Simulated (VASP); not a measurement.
# CaO (Lime) (Fm-3m) in VASP: a series of runs, part 2 of 2

VASP 6.6.1. Earlier steps stand in the parts before.

### Step 6. Relaxation of cell and atoms, PBEsol, target pressure 40 GPa, at which the enthalpy is minimised

INCAR

```
SYSTEM = CaO
PREC     = Accurate       ! precision mode
ENCUT    = 600            ! plane-wave cutoff, eV
EDIFF    = 1E-7           ! SCF threshold, eV
ISMEAR   = 0              ! smearing method
SIGMA    = 0.01           ! smearing width, eV
LREAL    = .FALSE.        ! projectors in reciprocal space
LASPH    = .TRUE.         ! aspherical terms in the spheres
NELM     = 100            ! most SCF steps
ALGO     = Normal         ! electronic algorithm
ISIF     = 3              ! what is computed and relaxed
LWAVE    = .FALSE.        ! write WAVECAR
LCHARG   = .FALSE.        ! write CHGCAR
GGA      = PS             ! functional
IBRION   = 2              ! ionic algorithm
NSW      = 80             ! ionic steps
EDIFFG   = -0.01          ! ionic threshold
PSTRESS  = 400.0
```

KPOINTS

```
regular mesh
0
G
  7 7 7
  0 0 0
```

POSCAR

```
CaO
1.0
    0.0000000000      2.4065000000      2.4065000000
    2.4065000000      0.0000000000      2.4065000000
    2.4065000000      2.4065000000      0.0000000000
Ca O
1 1
Direct
    0.0000000000      0.0000000000      0.0000000000
    0.5000000000      0.5000000000      0.5000000000
```

Potentials or basis: VASP PAW PBE potentials, release 64 (Ca_sv, O).

Started as:

```sh
> cat potpaw_PBE.64/Ca_sv/POTCAR potpaw_PBE.64/O/POTCAR > POTCAR
> mpirun -np 1 vasp_std > vasp.out
```

OUTCAR:

```text
SYSTEM = CaO
   PREC = Accurate
   ENCUT = 600
   EDIFF = 1E-7
   ISMEAR = 0
   LREAL = .FALSE.
   LASPH = .TRUE.
   NELM = 100
   ISIF = 3
   GGA = PS
   IBRION = 2
   NSW = 80
   EDIFFG = -0.01
   PSTRESS = 400.0

 ion  position               nearest neighbor table
   1  0.000  0.000  0.000-   2 2.41   2 2.41   2 2.41   2 2.41   2 2.41   2 2.41
   2  0.500  0.500  0.500-   1 2.41   1 2.41   1 2.41   1 2.41   1 2.41   1 2.41

  LATTYP: Found a face centered cubic cell.
 ALAT       =     4.8130000000

  Lattice vectors:

 A1 = (   0.0000000000,   2.4065000000,   2.4065000000)
 A2 = (   2.4065000000,   0.0000000000,   2.4065000000)
 A3 = (   2.4065000000,   2.4065000000,   0.0000000000)

Analysis of symmetry for initial positions (statically):
=====================================================================
 Subroutine PRICEL returns:
 Original cell was already a primitive cell.

 Routine SETGRP: Setting up the symmetry group for a
 face centered cubic supercell.

 Subroutine GETGRP returns: Found 48 space group operations
 (whereof 48 operations were pure point group operations)
 out of a pool of 48 trial point group operations.

[... 147 lines left out ...]

--------------------------------------- Ionic step        1  -------------------------------------------

 number of electron      15.9999998 magnetization

 Free energy of the ion-electron system (eV)
  ---------------------------------------------------
  ext. energy  EPLUGINS =         0.00000000
  ---------------------------------------------------
  free energy    TOTEN  =       -13.40913275 eV

  energy without entropy =      -13.40913275  energy(sigma->0) =      -13.40913275

------------------------ aborting loop because EDIFF is reached ----------------------------------------

  FORCE on cell =-STRESS in cart. coord.  units (eV):
  Direction    XX          YY          ZZ          XY          YZ          ZX
  --------------------------------------------------------------------------------------
  -------------------------------------------------------------------------------------
  Total       -0.4555034     -0.4555034     -0.4555034     -0.0000000     -0.0000000      0.0000000
  in kB      -26.1827117    -26.1827117    -26.1827117     -0.0000000     -0.0000000      0.0000000
  external PRESSURE =    -426.1827117 kB  Pullay stress =     400.0000000 kB
[... 139 lines left out ...]
--------------------------------------- Ionic step        5  -------------------------------------------

 number of electron      15.9999999 magnetization

 Free energy of the ion-electron system (eV)
  ---------------------------------------------------
  ext. energy  EPLUGINS =         0.00000000
  ---------------------------------------------------
  free energy    TOTEN  =       -12.87379195 eV

  energy without entropy =      -12.87379195  energy(sigma->0) =      -12.87379195

 E-fermi :   3.8005     XC(G=0): -11.9586

 val. band max:        3.7220763636   @ k =   0.0000   0.0000   0.0000
 cond. band min:       7.1136206757   @ k =   0.4286   0.4286   0.0000
 fundamental gap:      3.3915443121
 Fermi energy:         3.8005198377

 k-point     1 :       0.0000    0.0000    0.0000
  band No.  band energies     occupation
      1     -32.8731      2.00000
      2     -13.4224      2.00000
      3     -13.4224      2.00000
      4     -13.4224      2.00000
      5     -12.1748      2.00000
      6       3.7221      2.00000
      7       3.7221      2.00000
      8       3.7221      2.00000
      9      10.3698      0.00000
     10      10.3698      0.00000
     11      10.3698      0.00000
     12      10.4513      0.00000
[... 316 lines left out ...]
  energy  without entropy=      -12.8737919536  energy(sigma->0) =      -12.87379195

  enthalpy is  TOTEN    =        -7.3943767317 eV   P V=        5.4794152219

 reached required accuracy - stopping structural energy minimisation
```

OSZICAR:

```text
N       E                     dE             d eps       ncg     rms          rms(c)
DAV:   1     0.143403054346E+03    0.14340E+03   -0.93328E+03   480   0.150E+03
DAV:   2    -0.752662302211E+01   -0.15093E+03   -0.14132E+03   564   0.356E+02
DAV:   3    -0.146732770440E+02   -0.71467E+01   -0.70839E+01   600   0.807E+01
[... 60 lines left out ...]
DAV:   5    -0.128737279138E+02   -0.20508E-05   -0.66973E-06   576   0.309E-02    0.264E-02
DAV:   6    -0.128737600298E+02   -0.32116E-04   -0.94785E-06   768   0.226E-02    0.181E-02
DAV:   7    -0.128737915733E+02   -0.31544E-04   -0.50896E-05   780   0.543E-02    0.609E-03
DAV:   8    -0.128737919019E+02   -0.32863E-06   -0.51256E-07   552   0.922E-03    0.299E-03
DAV:   9    -0.128737919536E+02   -0.51658E-07   -0.18715E-07   508   0.324E-03
   5 F= -.73943767E+01 E0= -.73943767E+01  d E =-.944086E+00
```

It took 53 s on 1 thread of AMD EPYC 7R43 (Zen 3), shared host; peak memory 0.14 GiB.

Results:

```yaml
Free_energy: -12.8738 eV
Relaxed_volume: 10.97 Å³/atom
Relaxed_cell: a = 3.143 Å, b = 3.143 Å, c = 3.143 Å, α = 60.00°, β = 60.00°, γ = 60.00°
Space_group_after_relaxing_to_0.05_Å: Fm-3m (No. 225)
Energy_change_on_relaxing_the_enthalpy_is_what_falls: +267.7 meV/atom
Ionic_steps: 5
Pressure_after_relaxing: 40.0 GPa
Band_gap_on_the_k_mesh: 3.39 eV, indirect (least direct gap 3.67 eV)
```

The path:
| step | energy change (eV) | largest force (eV/Å) | pressure (GPa) | volume (Å³) |
| --- | --- | --- | --- | --- |
| 1 | 0.0000 | 0.0000 | -2.62 | 27.87 |
| 2 | 5.0388 | 0.0000 | 227.98 | 15.43 |
| 3 | 0.4159 | 0.0000 | 33.87 | 22.47 |
| 4 | 0.4961 | 0.0000 | 38.03 | 22.11 |
| 5 | 0.5353 | 0.0000 | 40.02 | 21.95 |

Final structure:
```cif
data_structure
_symmetry_space_group_name_H-M 'P 1'
_symmetry_Int_Tables_number 1
_cell_length_a 3.1427
_cell_length_b 3.1427
_cell_length_c 3.1427
_cell_angle_alpha 60.000
_cell_angle_beta 60.000
_cell_angle_gamma 60.000
_cell_volume 21.95
loop_
_atom_site_label
_atom_site_type_symbol
_atom_site_fract_x
_atom_site_fract_y
_atom_site_fract_z
_atom_site_occupancy
Ca1 Ca 0.00000 0.00000 0.00000 1
O1 O 0.50000 0.50000 0.50000 1
```

Caveat: the cell is relaxed towards a set pressure, so the enthalpy falls and the energy may rise; the volume moved by over 15 % at a fixed basis, so the end points are rough; the PAW data sets were made with another functional, which shifts forces and pressure a little. A k mesh can miss the band edges.

### Step 7. The runs side by side

| cell | gap on the mesh (eV) | pressure (GPa) |
| --- | --- | --- |
| relaxed | 3.62 | 0.0 |
| relaxed to 10 GPa | 3.58 | 9.9 |
| relaxed to 20 GPa | 3.52 | 20.1 |
| relaxed to 30 GPa | 3.46 | 29.9 |
| relaxed to 40 GPa | 3.39 | 40.0 |

Alike in all rows: task relaxation of cell and atoms; level PBEsol; potentials or basis VASP PAW PBE potentials, release 64 (Ca_sv, O); no spin polarisation; k mesh 7 × 7 × 7; cutoff (eV) 600; smearing gaussian 0.01 eV.

Caveats: the PAW data sets were made with another functional, which shifts forces and pressure a little; the cell is relaxed towards a set pressure, so the enthalpy falls and the energy may rise (some runs); the volume moved by over 15 % at a fixed basis, so the end points are rough (some runs).

Total energies depend on the potentials used, so only differences within one code and one set of settings carry meaning.
